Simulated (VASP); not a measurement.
# Au in VASP: single point with PBE

Aim: the single point of Au with PBE.

Program: VASP 6.6.1. These are calculated values, not measurements. Logs are shortened: lines on timing, memory, paths and dates and some standing lists are left out, and cuts for length are marked.

## Step 1: The cell of the first run

The cell holds a slab with vacuum, 16 atoms: a = 8.160 Å, b = 5.770 Å, c = 15.327 Å, α = 90.00°, β = 90.00°, γ = 90.00°.

## Step 2: Single point, PBE

File INCAR:

```
SYSTEM = Au
PREC = Accurate ; ENCUT = 520
EDIFF = 1E-7 ; ISMEAR = -1
SIGMA = 0.15 ; LREAL = Auto
LASPH = .TRUE. ; NELM = 80
ALGO = Normal ; ISIF = 2
LWAVE = .FALSE. ; LCHARG = .TRUE.
GGA = PE ; LELF = .TRUE.
LVHAR = .TRUE. ; NBANDS = 102
```

File KPOINTS:

```
regular mesh
0
G
  2 2 1
  0 0 0
```

File POSCAR:

```
Au
1.0
    8.1600000000      0.0000000000      0.0000000000
    0.0000000000      5.7699910000      0.0000000000
    0.0000000000      0.0000000000     15.3274940000
Au
16
Direct
    0.2500000000      0.2500003899      0.0652422373
    0.7500000000      0.2500003899      0.0652422373
    0.2500000000      0.7500011698      0.0652422373
    0.7500000000      0.7500011698      0.0652422373
   -0.0391666667     -0.0331023047      0.1985647491
    0.4964460784     -0.0199827001      0.1496917891
   -0.0450367647      0.4900527574      0.1722395063
    0.5112377451      0.5094808640      0.1503442115
    0.2164828431      0.2296190757      0.2700115231
    0.8339093137      0.3900526015      0.3483739742
    0.2541421569      0.7059109798      0.2603426235
    0.8840318627      0.8986495819      0.3669288665
    0.2144852941     -0.0218371224      0.4218889272
    0.5299509804     -0.1545756311      0.3945654782
    0.1523284314      0.5241082698      0.4134009121
    0.5091544118      0.4024443019      0.3360497156
```

Potentials or basis: VASP PAW PBE potentials, release 64 (Au).

Run with:

```console
> cat potpaw_PBE.64/Au/POTCAR > POTCAR
> mpirun -np 1 vasp_std > vasp.out
```

OUTCAR:

```text
SYSTEM = Au
   PREC = Accurate
   ENCUT = 520
   EDIFF = 1E-7
   ISMEAR = -1
   LREAL = Auto
   LASPH = .TRUE.
   NELM = 80
   ISIF = 2
   GGA = PE

 ion  position               nearest neighbor table
   1  0.250  0.250  0.065-   6 2.85   3 2.88   3 2.89   8 2.91   9 3.15   7 3.23   5 3.52
   2  0.750  0.250  0.065-   7 2.72   8 2.78   4 2.88   4 2.89   6 2.90   5 3.13
   3  0.250  0.750  0.065-   6 2.74   8 2.86   1 2.88   1 2.89  11 3.00   7 3.28   5 3.36
   4  0.750  0.750  0.065-   8 2.72   6 2.78   7 2.78   2 2.88   2 2.89   5 2.95
   5  0.961  0.967  0.199-  12 2.68   7 2.78   9 2.80   4 2.95  11 2.98   7 3.05   2 3.13   3 3.36
                            10 3.51   1 3.52
   6  0.496  0.980  0.150-   8 2.72   3 2.74   4 2.78   1 2.85   2 2.90  11 3.05   8 3.06   9 3.27

   7  0.955  0.490  0.172-   2 2.72   5 2.78   4 2.78  10 2.93   9 3.01   5 3.05  11 3.06   1 3.23
                             3 3.28
   8  0.511  0.509  0.150-   6 2.72   4 2.72   2 2.78   3 2.86  16 2.91   1 2.91  11 2.92   6 3.06
                             9 3.43
   9  0.216  0.230  0.270-  13 2.74  11 2.77  16 2.78   5 2.80  15 2.83   7 3.01  11 3.04   1 3.15
                             6 3.27   8 3.43  10 3.47
  10  0.834  0.390  0.348-  16 2.66  12 2.88  15 2.89   7 2.93  12 2.98   9 3.47   5 3.51
  11  0.254  0.706  0.260-  15 2.70   9 2.77   8 2.92  13 2.95  16 2.96   5 2.98   3 3.00   9 3.04
                             6 3.05   7 3.06  14 3.15
  12  0.884  0.899  0.367-   5 2.68  13 2.86  10 2.88  14 2.94  10 2.98  15 3.16
  13  0.214  0.978  0.422-  15 2.67  14 2.72   9 2.74  12 2.86  11 2.95  15 3.19
  14  0.530  0.845  0.395-  16 2.71  13 2.72  12 2.94  11 3.15  16 3.34
  15  0.152  0.524  0.413-  13 2.67  11 2.70   9 2.83  10 2.89  12 3.16  13 3.19  16 3.22
  16  0.509  0.402  0.336-  10 2.66  14 2.71   9 2.78   8 2.91  11 2.96  15 3.22  14 3.34

  LATTYP: Found a simple orthorhombic cell.
 ALAT       =     5.7699910000
 B/A-ratio  =     1.4142136444
 C/A-ratio  =     2.6564155819

  Lattice vectors:

 A1 = (   0.0000000000,  -5.7699910000,   0.0000000000)
 A2 = (   8.1600000000,   0.0000000000,   0.0000000000)
 A3 = (   0.0000000000,   0.0000000000,  15.3274940000)

Analysis of symmetry for initial positions (statically):
=====================================================================
 Subroutine PRICEL returns:
 Original cell was already a primitive cell.

 Routine SETGRP: Setting up the symmetry group for a
 simple orthorhombic supercell.

 Subroutine GETGRP returns: Found  1 space group operations
 (whereof  1 operations were pure point group operations)
 out of a pool of  8 trial point group operations.

The static configuration has the point symmetry C_1 .

Analysis of symmetry for dynamics (positions and initial velocities):
=====================================================================
 Subroutine PRICEL returns:
 Original cell was already a primitive cell.

 Routine SETGRP: Setting up the symmetry group for a
 simple orthorhombic supercell.

 Subroutine GETGRP returns: Found  1 space group operations
 (whereof  1 operations were pure point group operations)
 out of a pool of  8 trial point group operations.

The dynamic configuration has the point symmetry C_1 .

 Subroutine INISYM returns: Found  1 space group operations
 (whereof  1 operations are pure point group operations),
 and found     1 'primitive' translations

----------------------------------------------------------------------------------------

                                     Primitive cell

  volume of cell :     721.6663

  direct lattice vectors                    reciprocal lattice vectors
     8.160000000  0.000000000  0.000000000     0.122549020  0.000000000  0.000000000
     0.000000000  5.769991000  0.000000000     0.000000000  0.173310496  0.000000000
     0.000000000  0.000000000 15.327494000     0.000000000  0.000000000  0.065242237

  length of vectors
     8.160000000  5.769991000 15.327494000     0.122549020  0.173310496  0.065242237

  position of ions in fractional coordinates (direct lattice)
     0.250000000  0.250000390  0.065242237
     0.750000000  0.250000390  0.065242237
     0.250000000  0.750001170  0.065242237
     0.750000000  0.750001170  0.065242237
     0.960833333  0.966897695  0.198564749
     0.496446078  0.980017300  0.149691789
[... 8 lines left out ...]
     0.152328431  0.524108270  0.413400912
     0.509154412  0.402444302  0.336049716

  ion indices of the primitive-cell ions
   primitive index   ion index
                 1           1
                 2           2
                 3           3
                 4           4
                 5           5
                 6           6
[... 8 lines left out ...]
                15          15
                16          16

----------------------------------------------------------------------------------------

 KPOINTS: regular mesh

Automatic generation of k-mesh.
 Grid dimensions read from file:
 generate k-points for:    2    2    1

 Generating k-lattice:

  Cartesian coordinates                     Fractional coordinates (reciprocal lattice)
     0.061274510  0.000000000  0.000000000     0.500000000  0.000000000  0.000000000
     0.000000000  0.086655248  0.000000000     0.000000000  0.500000000  0.000000000
     0.000000000  0.000000000  0.065242237     0.000000000  0.000000000  1.000000000

  Length of vectors
     0.061274510  0.086655248  0.065242237

  Shift w.r.t. Gamma in fractional coordinates (k-lattice)
     0.000000000  0.000000000  0.000000000

 Subroutine IBZKPT returns following result:
 ===========================================

 Found      4 irreducible k-points:

 Following reciprocal coordinates:
            Coordinates               Weight
  0.000000  0.000000  0.000000      1.000000
  0.500000  0.000000  0.000000      1.000000
  0.000000  0.500000  0.000000      1.000000
  0.500000  0.500000  0.000000      1.000000
   k-points           NKPTS =      4   k-points in BZ     NKDIM =      4   number of bands    NBANDS=    102
   number of dos      NEDOS =    301   number of ions     NIONS =     16
   total plane-waves  NPLWV = 368640
   dimension x,y,z NGX =    64 NGY =   48 NGZ =  120
   dimension x,y,z NGXF=   128 NGYF=   96 NGZF=  240
   ions per type =              16
   NGX,Y,Z   is equivalent  to a cutoff of  13.04, 13.83, 13.02 a.u.
   NGXF,Y,Z  is equivalent  to a cutoff of  26.08, 27.66, 26.03 a.u.
 SYSTEM =  Au
   PREC   = accura    normal or accurate (medium, high low for compatibility)
   ISTART =      0    job   : 0-new  1-cont  2-samecut
   ICHARG =      2    charge: 1-file 2-atom 10-const
   ISPIN  =      1    spin polarized calculation?
   LNONCOLLINEAR =      F non collinear calculations
   LSORBIT =      F    spin-orbit coupling
   LASPH  =      T    aspherical Exc in radial PAW
   ENCUT  =  520.0 eV  38.22 Ry    6.18 a.u.  15.17 10.73 28.50*2*pi/ulx,y,z
   NELM   =     80;   NELMIN=  2; NELMDL= -5     # of ELM steps
   EDIFF  = 0.1E-06   stopping-criterion for ELM
   LREAL  =      T    real-space projection
   EDIFFG = 0.1E-05   stopping-criterion for IOM
   NSW    =      0    number of steps for IOM
   IBRION =     -1    ionic relax: 0-MD 1-quasi-New 2-CG
   NFREE  =      0    steps in history (QN), initial steepest desc. (CG)
   ISIF   =      2    stress and relaxation
   ISYM   =      2    0-nonsym 1-usesym 2-fastsym
   POTIM  = 0.5000    time-step for ionic-motion
   TEBEG  =    0.0;   TEEND  =   0.0 temperature during run
   PSTRESS=    0.0 pullay stress
   NELECT =     176.0000    total number of electrons
   NUPDOWN=      -1.0000    fix difference up-down
   EMIN   =  10.00;   EMAX   =-10.00  energy-range for DOS
   EFERMI =   0.00;   METHOD = LEGACY
   ISMEAR =    -1;   SIGMA  =   0.15  broadening in eV -4-tet -1-fermi 0-gaus
   EFERMI_NEDOS =   21; number of points for ismear=-14 and -15
   IALGO  =     38    algorithm
   IMIX   =      4    mixing-type and parameters
     AMIX     =   0.40;   BMIX     =  1.00
     AMIX_MAG =   1.60;   BMIX_MAG =  1.00
  volume/ion in A,a.u.               =      45.10       304.38
  Fermi-wavevector in a.u.,A,eV,Ry     =   1.022822  1.932854 14.233948  1.046166
  Thomas-Fermi vector in A             =   2.156523
   LORBIT       =      0    0 simple, 1 ext, 2 COOP (PROOUT), +10 PAW based schemes
   GGA     = PE    functional components
   LHFCALC =     F    Hartree Fock is set to
   AEXX    =    0.0000 exact exchange contribution
   IVDW    =     0    specifies the selected vdW correction
   LEPSILON=     F    determine dielectric tensor
   LRPA    =     F    only Hartree local field effects (RPA)
 non-spin polarized calculation
  energy-cutoff  :      520.00
  volume of cell :      721.67
 maximum number of plane-waves:     19488
 NGX is ok and might be reduce to    64
   NGX = 31   NGY = 21   NGZ = 57

 number of electron     176.0000010 magnetization

 Free energy of the ion-electron system (eV)
  ---------------------------------------------------
  ext. energy  EPLUGINS =         0.00000000
  ---------------------------------------------------
  free energy    TOTEN  =       -44.26026239 eV

  energy without entropy =      -43.93737653  energy(sigma->0) =      -44.09881946

 E-fermi :   0.3417     XC(G=0):  -6.2768

 val. band max:        0.1296275178   @ k =   0.0000   0.5000   0.0000
 cond. band min:       0.3614380052   @ k =   0.0000   0.5000   0.0000
 fundamental gap:      0.2318104873
 Fermi energy:         0.3417137130

 k-point     1 :       0.0000    0.0000    0.0000
  band No.  band energies     occupation
      1      -7.3480      2.00000
      2      -6.2429      2.00000
      3      -5.8891      2.00000
      4      -5.6405      2.00000
      5      -5.5630      2.00000
      6      -5.4437      2.00000
[... 92 lines left out ...]
     99       3.6535      0.00000
    100       3.7796      0.00000

 k-point     2 :       0.5000    0.0000    0.0000
  band No.  band energies     occupation
      1      -7.0620      2.00000
      2      -6.5476      2.00000
      3      -5.8523      2.00000
      4      -5.6018      2.00000
      5      -5.5451      2.00000
      6      -5.4132      2.00000
[... 92 lines left out ...]
     99       3.0155      0.00000
    100       3.3786      0.00000

 k-point     3 :       0.0000    0.5000    0.0000
  band No.  band energies     occupation
      1      -6.3381      2.00000
      2      -5.9610      2.00000
      3      -5.4523      2.00000
      4      -5.2441      2.00000
      5      -5.1109      2.00000
      6      -5.0903      2.00000
[... 92 lines left out ...]
     99       4.0282      0.00000
    100       4.2803      0.00000

 k-point     4 :       0.5000    0.5000    0.0000
  band No.  band energies     occupation
      1      -6.1332      2.00000
      2      -5.7677      2.00000
      3      -5.5749      2.00000
      4      -5.3297      2.00000
      5      -5.2416      2.00000
      6      -5.0076      2.00000
[... 92 lines left out ...]
     99       4.1585      0.00000
    100       4.2649      0.00000
 [bands above 100 left out]

------------------------ aborting loop because EDIFF is reached ----------------------------------------

  FORCE on cell =-STRESS in cart. coord.  units (eV):
  Direction    XX          YY          ZZ          XY          YZ          ZX
  --------------------------------------------------------------------------------------
  -------------------------------------------------------------------------------------
  Total       -7.4284340    -24.0236222     -2.5627262      1.2964245     -0.0519626      0.7073761
  in kB      -16.4919270    -53.3350397     -5.6895295      2.8782027     -0.1153625      1.5704513
  external PRESSURE =     -25.1721654 kB  Pullay stress =       0.0000000 kB

 VOLUME and BASIS-vectors are now :
 -----------------------------------------------------------------------------
  energy-cutoff  :      520.00
  volume of cell :      721.67
      direct lattice vectors                 reciprocal lattice vectors
     8.160000000  0.000000000  0.000000000     0.122549020  0.000000000  0.000000000
     0.000000000  5.769991000  0.000000000     0.000000000  0.173310496  0.000000000
     0.000000000  0.000000000 15.327494000     0.000000000  0.000000000  0.065242237

 POSITION                                       TOTAL-FORCE (eV/Angst)
 -----------------------------------------------------------------------------------
      2.04000      1.44250      1.00000        -0.266353      0.080256      0.547823
      6.12000      1.44250      1.00000        -0.015067     -0.479907      0.223978
      2.04000      4.32750      1.00000        -0.662685     -0.179629      0.192113
      6.12000      4.32750      1.00000         0.491977      0.360797     -0.010285
      7.84040      5.57899      3.04350         0.109327      0.464558     -0.970083
      4.05100      5.65469      2.29440        -0.032890      1.015417      0.208299
[... 8 lines left out ...]
      1.24300      3.02410      6.33640        -0.178281     -0.749949      0.313150
      4.15470      2.32210      5.15080        -0.166019     -0.526112      0.107439
 -----------------------------------------------------------------------------------
    total drift:                               -0.005410     -0.000139     -0.004360

  FREE ENERGIE OF THE ION-ELECTRON SYSTEM (eV)
  ---------------------------------------------------
  free  energy   TOTEN  =       -44.2602623903 eV

  energy  without entropy=      -43.9373765291  energy(sigma->0) =      -44.09881946
```

Run time: 10 min. Hardware: 1 thread of Intel Xeon Platinum 8259CL at 2.50GHz (Skylake/Cascade Lake), shared host; peak memory 0.77 GiB.

What came out:

```yaml
Free_energy: -44.2603 eV
Largest_force: 1.081 eV/Å
Band_gap_on_the_k_mesh: zero (bands 88 and 89 overlap by 1.00 eV)
```

Forces in eV/Å, atoms in the order of the input:
```
Au  -0.266  0.080  0.548
Au  -0.015 -0.480  0.224
Au  -0.663 -0.180  0.192
Au   0.492  0.361 -0.010
Au   0.109  0.465 -0.970
Au  -0.033  1.015  0.208
Au   0.757 -0.312  0.225
Au  -0.440 -0.879  0.312
Au  -0.043 -0.278 -0.706
Au   0.532  0.098  0.132
Au   0.263  0.655 -0.585
Au  -0.888 -0.290  0.464
Au  -0.223  0.495  0.079
Au   0.763  0.526 -0.533
Au  -0.178 -0.750  0.313
Au  -0.166 -0.526  0.107
```

Levels at points of the mesh, in eV from the Fermi level:
| k point | band 84 | band 85 | band 86 | band 87 | band 88 | band 89 | band 90 | band 91 |
| --- | --- | --- | --- | --- | --- | --- | --- | --- |
| (0.00, 0.00, 0.00) | -1.47 | -1.28 | -1.02 | -0.85 | 0.34 | 0.38 | 0.91 | 1.17 |
| (0.50, 0.00, 0.00) | -1.38 | -0.70 | -0.53 | 0.46 | 0.55 | 0.62 | 0.84 | 0.95 |
| (0.00, 0.50, 0.00) | -1.70 | -1.27 | -0.99 | -0.95 | -0.75 | -0.45 | -0.21 | 0.02 |
| (0.50, 0.50, 0.00) | -1.65 | -1.58 | -1.47 | -1.36 | -1.30 | 0.28 | 0.44 | 0.82 |

Caveat: the k points lie up to 0.54 Å⁻¹ apart, too coarse for converged energies and pressures of a metal; the atoms stand as in a frame of molecular dynamics; there is no dipole correction, which matters where the two faces differ; spin-orbit coupling is left out, which moves the levels of the heavy elements.

The gap in the log of VASP goes by the Fermi energy; the results here count the filled bands.